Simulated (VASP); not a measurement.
A run of VASP 6.6.1 is set up as follows.

File INCAR:

```
SYSTEM = Sr3Zn2H
  ALGO = Normal
  EDIFF = 1E-6
  ENCUT = 520
  GGA = PE
  ISIF = 2
  ISMEAR = 0
  LASPH = .TRUE.
  LCHARG = .FALSE.
  LREAL = .FALSE.
  LWAVE = .FALSE.
  NBANDS = 36
  NELM = 100
  PREC = Accurate
  SIGMA = 0.1
```

The input KPOINTS:

```
k-points
0
G
  10 10 4
  0 0 0
```

POSCAR

```
Sr3Zn2H
1.0
    3.7781809833      0.0000000000      0.0000000000
    0.0000000000      3.7781809833      0.0000000000
    0.0000000000      0.0000000000     11.6920945319
Sr Zn H
3 2 1
Direct
    0.5000000000      0.5000000000      0.1622364348
    0.5000000000      0.5000000000      0.5000000000
    0.5000000000      0.5000000000      0.8377635652
    0.0000000000      0.0000000000      0.3315791056
    0.0000000000      0.0000000000      0.6684208944
    0.0000000000      0.0000000000      0.0000000000
```

Potentials or basis: VASP PAW PBE potentials, release 64 (Sr_sv, Zn, H).

The run is started by

```sh
$ cat potpaw_PBE.64/Sr_sv/POTCAR potpaw_PBE.64/Zn/POTCAR potpaw_PBE.64/H/POTCAR > POTCAR
$ mpirun -np 1 vasp_std > vasp.out
```

Q: Estimate the band gap on the k mesh.

A: Zero (an odd number of electrons rules out a gap without spin polarisation).

Q: Estimate the pressure.

A: 0.1 GPa.

Q: Estimate the largest force.

A: 0.010 eV/Å.

Forces in eV/Å, atoms in the order of the input:
```
Sr   0.000  0.000 -0.010
Sr   0.000  0.000  0.000
Sr   0.000  0.000  0.010
Zn   0.000  0.000 -0.006
Zn   0.000  0.000  0.006
H    0.000  0.000  0.000
```
